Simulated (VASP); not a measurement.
# BaS (Fm-3m) in VASP: settings compared

The runs below take BaS through G0W0 quasiparticle levels, with r2SCAN, PBE.

Program: VASP 6.6.1. These are calculated values, not measurements. Logs are shortened: lines on timing, memory, paths and dates and some standing lists are left out, and cuts for length are marked.

## (1) The cell of the first run

It takes space group Fm-3m (No. 225, cubic). Conventional cell: a = 6.424 Å, b = 6.424 Å, c = 6.424 Å, α = 90.00°, β = 90.00°, γ = 90.00°. Within 4.2 Å of Ba (site symmetry m-3m) lie 6 S at 3.21 Å. S (site symmetry m-3m) has 6 Ba at 3.21 Å within 4.2 Å.

## (2) G0W0 quasiparticle levels, r2SCAN

Contents of POSCAR:

```
BaS
1.0
    0.0000000000      3.2117958731      3.2117958731
    3.2117958731      0.0000000000      3.2117958731
    3.2117958731      3.2117958731      0.0000000000
Ba S
1 1
Direct
    0.0000000000      0.0000000000      0.0000000000
    0.5000000000      0.5000000000      0.5000000000
```

Contents of INCAR.step1:

```
  ALGO = Normal
  EDIFF = 1E-8
  ENCUT = 500
  ISMEAR = 0
  LASPH = True
  LCHARG = False
  LMIXTAU = True
  LREAL = False
  LWAVE = True
  METAGGA = R2SCAN
  NELM = 80
  PREC = Accurate
  SIGMA = 0.01
```

Contents of INCAR.step2:

```
  ALGO = Exact
  EDIFF = 1E-8
  ENCUT = 500
  ISMEAR = 0
  ISTART = 1
  LASPH = True
  LCHARG = False
  LMIXTAU = True
  LOPTICS = True
  LREAL = False
  LWAVE = True
  METAGGA = R2SCAN
  NBANDS = 257
  NELM = 1
  PREC = Accurate
  SIGMA = 0.01
```

Contents of INCAR.step3:

```
  ALGO = EVGW0
  EDIFF = 1E-8
  ENCUT = 500
  ENCUTGW = 140.0
  ISMEAR = 0
  ISTART = 1
  LASPH = True
  LCHARG = False
  LMIXTAU = True
  LREAL = False
  LWAVE = False
  METAGGA = R2SCAN
  NBANDS = 257
  NBANDSGW = 16
  NELMGW = 1
  NOMEGA = 48
  PREC = Accurate
  PRECFOCK = Fast
  SIGMA = 0.01
```

Contents of KPOINTS:

```
k-points
0
Gamma
  4 4 4
```

Potentials or basis: VASP PAW PBE potentials, release 64 (Ba_sv_GW, S_GW).

Command:

```bash
$ cat potpaw_PBE.64/Ba_sv_GW/POTCAR potpaw_PBE.64/S_GW/POTCAR > POTCAR
$ cp INCAR.step1 INCAR
$ mpirun -np 1 vasp_std > vasp.out
$ cp INCAR.step2 INCAR
$ mpirun -np 1 vasp_std > vasp.out
$ cp INCAR.step3 INCAR
$ mpirun -np 1 vasp_std > vasp.out
```

OUTCAR:

```text
EDIFF = 1E-8
   ENCUT = 500
   ENCUTGW = 140.0
   ISMEAR = 0
   ISTART = 1
   LASPH = True
   LREAL = False
   METAGGA = R2SCAN
   NELMGW = 1
   PREC = Accurate
   PRECFOCK = Fast

 ion  position               nearest neighbor table
   1  0.000  0.000  0.000-
   2  0.500  0.500  0.500-

  LATTYP: Found a face centered cubic cell.
 ALAT       =     6.4235917462

  Lattice vectors:

 A1 = (   0.0000000000,   3.2117958731,   3.2117958731)
 A2 = (   3.2117958731,   0.0000000000,   3.2117958731)
 A3 = (   3.2117958731,   3.2117958731,   0.0000000000)

Analysis of symmetry for initial positions (statically):
=====================================================================
 Subroutine PRICEL returns:
 Original cell was already a primitive cell.

 Routine SETGRP: Setting up the symmetry group for a
 face centered cubic supercell.

 Subroutine GETGRP returns: Found 48 space group operations
 (whereof 48 operations were pure point group operations)
 out of a pool of 48 trial point group operations.

The static configuration has the point symmetry O_h .

Analysis of symmetry for dynamics (positions and initial velocities):
=====================================================================
 Subroutine PRICEL returns:
 Original cell was already a primitive cell.

 Routine SETGRP: Setting up the symmetry group for a
 face centered cubic supercell.

 Subroutine GETGRP returns: Found 48 space group operations
 (whereof 48 operations were pure point group operations)
 out of a pool of 48 trial point group operations.

The dynamic configuration has the point symmetry O_h .

 Subroutine INISYM returns: Found 48 space group operations
 (whereof 48 operations are pure point group operations),
 and found     1 'primitive' translations

----------------------------------------------------------------------------------------

                                     Primitive cell

  volume of cell :      66.2634

  direct lattice vectors                    reciprocal lattice vectors
     0.000000000  3.211795873  3.211795873    -0.155676145  0.155676145  0.155676145
     3.211795873  0.000000000  3.211795873     0.155676145 -0.155676145  0.155676145
     3.211795873  3.211795873  0.000000000     0.155676145  0.155676145 -0.155676145

  length of vectors
     4.542165283  4.542165283  4.542165283     0.269638993  0.269638993  0.269638993

  position of ions in fractional coordinates (direct lattice)
     0.000000000  0.000000000  0.000000000
     0.500000000  0.500000000  0.500000000

  ion indices of the primitive-cell ions
   primitive index   ion index
                 1           1
                 2           2

----------------------------------------------------------------------------------------

 KPOINTS: k-points

Automatic generation of k-mesh.
 Grid dimensions read from file:
 generate k-points for:    4    4    4

 Generating k-lattice:

  Cartesian coordinates                     Fractional coordinates (reciprocal lattice)
    -0.038919036  0.038919036  0.038919036     0.250000000  0.000000000  0.000000000
     0.038919036 -0.038919036  0.038919036     0.000000000  0.250000000  0.000000000
     0.038919036  0.038919036 -0.038919036     0.000000000  0.000000000  0.250000000

  Length of vectors
     0.067409748  0.067409748  0.067409748

  Shift w.r.t. Gamma in fractional coordinates (k-lattice)
     0.000000000  0.000000000  0.000000000

 Subroutine IBZKPT returns following result:
 ===========================================

 Found      8 irreducible k-points:

 Following reciprocal coordinates:
            Coordinates               Weight
  0.000000  0.000000  0.000000      1.000000
  0.250000  0.000000  0.000000      8.000000
  0.500000  0.000000  0.000000      4.000000
  0.250000  0.250000  0.000000      6.000000
  0.500000  0.250000  0.000000     24.000000
 -0.250000  0.250000  0.000000     12.000000
  0.500000  0.500000  0.000000      3.000000
 -0.250000  0.500000  0.250000      6.000000
   k-points           NKPTS =      8   k-points in BZ     NKDIM =     64   number of bands    NBANDS=    257
   number of dos      NEDOS =    301   number of ions     NIONS =      2
   total plane-waves  NPLWV =  46656
   dimension x,y,z NGX =    36 NGY =   36 NGZ =   36
   dimension x,y,z NGXF=    72 NGYF=   72 NGZF=   72
   ions per type =               1   1
   NGX,Y,Z   is equivalent  to a cutoff of  13.18, 13.18, 13.18 a.u.
   NGXF,Y,Z  is equivalent  to a cutoff of  26.35, 26.35, 26.35 a.u.
 SYSTEM =  unknown system
   PREC   = accura    normal or accurate (medium, high low for compatibility)
   ISTART =      1    job   : 0-new  1-cont  2-samecut
   ICHARG =      0    charge: 1-file 2-atom 10-const
   ISPIN  =      1    spin polarized calculation?
   LNONCOLLINEAR =      F non collinear calculations
   LSORBIT =      F    spin-orbit coupling
   LASPH  =      T    aspherical Exc in radial PAW
   ENCUT  =  500.0 eV  36.75 Ry    6.06 a.u.   8.28  8.28  8.28*2*pi/ulx,y,z
   NELM   =     60;   NELMIN=  2; NELMDL=  0     # of ELM steps
   EDIFF  = 0.1E-07   stopping-criterion for ELM
   LREAL  =      F    real-space projection
   EDIFFG = 0.1E-06   stopping-criterion for IOM
   NSW    =      0    number of steps for IOM
   IBRION =     -1    ionic relax: 0-MD 1-quasi-New 2-CG
   NFREE  =      0    steps in history (QN), initial steepest desc. (CG)
   ISIF   =      0    stress and relaxation
   ISYM   =      3    0-nonsym 1-usesym 2-fastsym
   POTIM  = 0.5000    time-step for ionic-motion
   TEBEG  =    0.0;   TEEND  =   0.0 temperature during run
   PSTRESS=    0.0 pullay stress
   NELECT =      16.0000    total number of electrons
   NUPDOWN=      -1.0000    fix difference up-down
   EMIN   =  10.00;   EMAX   =-10.00  energy-range for DOS
   EFERMI =   0.00;   METHOD = LEGACY
   ISMEAR =     0;   SIGMA  =   0.01  broadening in eV -4-tet -1-fermi 0-gaus
   EFERMI_NEDOS =   21; number of points for ismear=-14 and -15
   IALGO  =     38    algorithm
   IMIX   =      4    mixing-type and parameters
     AMIX     =   0.40;   BMIX     =  1.00
     AMIX_MAG =   1.60;   BMIX_MAG =  1.00
  volume/ion in A,a.u.               =      33.13       223.58
  Fermi-wavevector in a.u.,A,eV,Ry     =   1.019429  1.926441 14.139651  1.039235
  Thomas-Fermi vector in A             =   2.152942
   LORBIT       =      0    0 simple, 1 ext, 2 COOP (PROOUT), +10 PAW based schemes
   METAGGA = R2SCAN    functional components
   LHFCALC =     T    Hartree Fock is set to
   PRECFOCK=fast      Normal, Fast or Accurate (Low or Medium for compatibility)
   ENCUT4O =  -1.0   cutoff for four orbital integrals eV
   NKREDX  =     1    reduce k-point grid by
   NKREDY  =     1    reduce k-point grid by
   NKREDZ  =     1    reduce k-point grid by
   AEXX    =    1.0000 exact exchange contribution
   HFSCREEN=    0.0000 screening length (either q_TF or 0.3 A-1)
   HFSCREENC=   0.0000 screening length for correlation (either q_TF or 0.3 A-1)
   ENCUTFOCK=  -1.0 apply spherical cutoff to Coloumb kernel
   IVDW    =     0    specifies the selected vdW correction
   LEPSILON=     F    determine dielectric tensor
   LRPA    =     F    only Hartree local field effects (RPA)
   LRPAFORCE           =     F    calculate RPA forces
   ENCUTGW             = 140.0    cutoff for response function in eV
   ENCUTGWSOFT         = 112.0    soft cutoff for Coulomb kernel in GW response function in eV
   ENCUTLF             =  -1.0    cutoff for local field effects
   NELMGW              =     1    number of iterations in solving QP/BSE equation
   NELMHF              =     1    number of iterations in the inner HF iteration
   NKREDLFX            =     1    NKREDLFY  =   1   NKREDLFZ  =   1
 non-spin polarized calculation
 Gauss-broadening in eV      SIGMA  =   0.01
  energy-cutoff  :      500.00
  volume of cell :       66.26
 maximum number of plane-waves:      1700
 NGX is ok and might be reduce to    36
  NGX = 18; NGY = 18; NGZ = 18
   NGX = 17   NGY = 17   NGZ = 17
 maximum number of plane-waves:       259
 NGX is ok and might be reduce to    18

 QP shifts <psi_nk| G(iteration)W_0 |psi_nk>: iteration 1
 for sc-GW calculations column KS-energies equals QP-energies in previous step
 and V_xc(KS)=  KS-energies - (<T + V_ion + V_H > + <T+V_H+V_ion>^1  + <V_x>^1)

 k-point   1 :       0.0000    0.0000    0.0000
  band No.  KS-energies  QP-energies   sigma(KS)   V_xc(KS)     V^pw_x(r,r')   Z            occupation Imag(sigma)

      1     -24.0627     -24.5978     -16.6800     -15.8413     -24.3256       0.6380       2.0000       1.1441
      2      -8.7168     -10.0744     -16.1164     -14.3665     -19.0254       0.7758       2.0000       0.2334
      3      -8.7168     -10.0744     -16.1164     -14.3665     -19.0254       0.7758       2.0000       0.2334
      4      -8.7168     -10.0744     -16.1164     -14.3665     -19.0254       0.7758       2.0000       0.2334
      5      -8.0364      -8.4669     -14.6965     -14.0809     -20.9997       0.6993       2.0000       1.1879
      6       2.6717       1.8544     -13.9608     -12.8886     -15.6999       0.7622       2.0000       0.1133
[... 8 lines left out ...]
     15      10.6561      11.7939      -6.5556      -7.9976      -1.7263       0.7891       0.0000      -0.2576
     16      13.4401      17.5092      -8.5410     -13.9501      -2.1907       0.7523       0.0000      -0.2197

 k-point   2 :       0.2500    0.0000    0.0000
  band No.  KS-energies  QP-energies   sigma(KS)   V_xc(KS)     V^pw_x(r,r')   Z            occupation Imag(sigma)

      1     -24.0409     -24.5694     -16.6881     -15.8619     -24.3346       0.6397       2.0000       1.1343
      2      -9.4766     -10.4662     -15.2380     -13.8545     -19.5534       0.7153       2.0000       0.5700
      3      -8.7337     -10.0922     -16.0946     -14.3432     -18.9953       0.7757       2.0000       0.2280
      4      -8.7337     -10.0922     -16.0946     -14.3432     -18.9953       0.7757       2.0000       0.2280
      5      -7.2291      -7.9080     -15.5673     -14.6404     -20.4731       0.7324       2.0000       0.8043
      6       1.6221       0.6942     -12.8110     -11.5857     -14.6699       0.7573       2.0000       0.1334
[... 8 lines left out ...]
     15      12.0718      14.2519      -7.7725     -10.5765      -2.3679       0.7775       0.0000      -0.2599
     16      12.9199      16.0899      -8.5764     -12.7436      -2.6757       0.7607       0.0000      -0.2313

 k-point   3 :       0.5000    0.0000    0.0000
  band No.  KS-energies  QP-energies   sigma(KS)   V_xc(KS)     V^pw_x(r,r')   Z            occupation Imag(sigma)

      1     -24.0189     -24.5416     -16.6958     -15.8827     -24.3438       0.6429       2.0000       1.1240
      2      -9.8876     -10.8086     -14.9887     -13.6620     -19.5632       0.6942       2.0000       0.6040
      3      -8.7503     -10.1086     -16.0740     -14.3207     -18.9659       0.7747       2.0000       0.2229
      4      -8.7503     -10.1086     -16.0740     -14.3207     -18.9659       0.7747       2.0000       0.2229
      5      -6.7653      -7.4442     -15.8164     -14.8947     -20.4705       0.7367       2.0000       0.7277
      6       0.8694      -0.1296     -12.3064     -10.9754     -14.4026       0.7505       2.0000       0.1663
[... 8 lines left out ...]
     15      12.2572      12.9517     -10.8001     -11.7171      -6.0628       0.7574       0.0000      -0.2396
     16      12.2572      12.9517     -10.8001     -11.7171      -6.0628       0.7574       0.0000      -0.2396

 k-point   4 :       0.2500    0.2500    0.0000
  band No.  KS-energies  QP-energies   sigma(KS)   V_xc(KS)     V^pw_x(r,r')   Z            occupation Imag(sigma)

      1     -24.0341     -24.5627     -16.6929     -15.8682     -24.3376       0.6410       2.0000       1.1346
      2      -9.3344     -10.3729     -15.3383     -13.9008     -19.4615       0.7224       2.0000       0.5301
      3      -8.8085     -10.1671     -16.0309     -14.2710     -18.9745       0.7720       2.0000       0.2469
      4      -8.8085     -10.1671     -16.0309     -14.2710     -18.9745       0.7720       2.0000       0.2469
      5      -7.4133      -8.0557     -15.4358     -14.5507     -20.5361       0.7258       2.0000       0.8560
      6       1.4774       0.5481     -13.0281     -11.7916     -15.0327       0.7516       2.0000       0.1433
[... 8 lines left out ...]
     15      12.3232      14.8760      -7.7683     -11.0783      -2.1781       0.7712       0.0000      -0.2566
     16      12.9517      15.9076      -8.6530     -12.5354      -2.8663       0.7614       0.0000      -0.2350
[... 24 lines left out ...]
      1     -24.0194     -24.5434     -16.6981     -15.8823     -24.3438       0.6423       2.0000       1.1278
      2      -9.6325     -10.6014     -15.1476     -13.7799     -19.5467       0.7085       2.0000       0.5784
      3      -8.9258     -10.2857     -15.9123     -14.1386     -18.9020       0.7667       2.0000       0.2657
      4      -8.7517     -10.1097     -16.0732     -14.3186     -18.9684       0.7740       2.0000       0.2243
      5      -7.0459      -7.7161     -15.6697     -14.7565     -20.4899       0.7339       2.0000       0.7747
      6       1.2113       0.2489     -12.6963     -11.4156     -14.7366       0.7515       2.0000       0.1525
[... 8 lines left out ...]
     15      12.5878      14.0537      -9.1317     -11.0378      -4.0131       0.7690       0.0000      -0.2660
     16      12.7070      15.3401      -8.5200     -11.9650      -2.8873       0.7643       0.0000      -0.2471

 k-point   7 :       0.5000    0.5000    0.0000
  band No.  KS-energies  QP-energies   sigma(KS)   V_xc(KS)     V^pw_x(r,r')   Z            occupation Imag(sigma)

      1     -24.0062     -24.5349     -16.7098     -15.8950     -24.3500       0.6489       2.0000       1.1320
      2      -9.1771     -10.5614     -15.6716     -13.8653     -18.7711       0.7664       2.0000       0.3089
      3      -8.8992     -10.2631     -15.9506     -14.1794     -18.9318       0.7701       2.0000       0.2610
      4      -8.8992     -10.2631     -15.9506     -14.1794     -18.9318       0.7701       2.0000       0.2610
      5      -7.9534      -8.3570     -14.7927     -14.2178     -21.0866       0.7020       2.0000       1.1752
      6       2.1984       1.2728     -13.6292     -12.4137     -15.5014       0.7616       2.0000       0.1211
[... 8 lines left out ...]
     15      11.1584      12.1138      -7.8645      -9.0904      -3.0659       0.7793       0.0000      -0.2744
     16      12.5327      15.6631      -8.1596     -12.2591      -2.2367       0.7636       0.0000      -0.2273

 k-point   8 :      -0.2500    0.5000    0.2500
  band No.  KS-energies  QP-energies   sigma(KS)   V_xc(KS)     V^pw_x(r,r')   Z            occupation Imag(sigma)

      1     -24.0057     -24.5334     -16.7077     -15.8956     -24.3500       0.6498       2.0000       1.1284
      2      -9.2778     -10.3095     -15.4123     -13.9837     -19.5090       0.7222       2.0000       0.5204
      3      -9.0404     -10.4111     -15.8034     -14.0150     -18.8426       0.7664       2.0000       0.2852
      4      -9.0404     -10.4111     -15.8034     -14.0150     -18.8426       0.7664       2.0000       0.2852
      5      -7.3816      -8.0125     -15.4699     -14.5995     -20.5699       0.7249       2.0000       0.8504
      6       1.6437       0.7359     -13.2301     -12.0250     -15.2034       0.7533       2.0000       0.1386
[... 8 lines left out ...]
     15      12.3804      14.8916      -8.1086     -11.3744      -2.4722       0.7689       0.0000      -0.2548
     16      12.7057      14.1174      -9.6844     -11.5405      -4.5234       0.7606       0.0000      -0.2650
```

Wall time 9.3 min (1 thread of Intel Xeon 6975P-C, shared host); peak memory 0.89 GiB.

What came out:

```
Band gap on the k mesh, mean-field level : 2.58 eV, indirect (least direct gap 2.69 eV)
Quasiparticle gap                        : 3.72 eV
Least direct quasiparticle gap           : 3.87 eV
```

Levels at points of the mesh, in eV from the valence-band top:
| k point | band 4 | band 5 | band 6 | band 7 | band 8 | band 9 | band 10 | band 11 | band 12 |
| --- | --- | --- | --- | --- | --- | --- | --- | --- | --- |
| (0.00, 0.00, 0.00) | -11.39 | -10.71 | 0.00 | 0.00 | 0.00 | 4.23 | 4.39 | 4.39 | 4.39 |
| (0.50, 0.00, 0.00) | -11.42 | -9.44 | -1.80 | -0.98 | -0.98 | 5.95 | 6.06 | 6.88 | 6.88 |
| (0.50, 0.50, 0.00) | -11.57 | -10.63 | -0.47 | -0.11 | -0.11 | 2.58 | 6.56 | 6.71 | 8.05 |

Caveat: the k points lie up to 0.42 Å⁻¹ apart; bands, screening cutoff and mesh are small and nothing is extrapolated, so the quasiparticle values aren't converged; spin-orbit coupling is left out, which moves the levels of the heavy elements. A k mesh can miss the band edges.

[end of part 1 of 2]
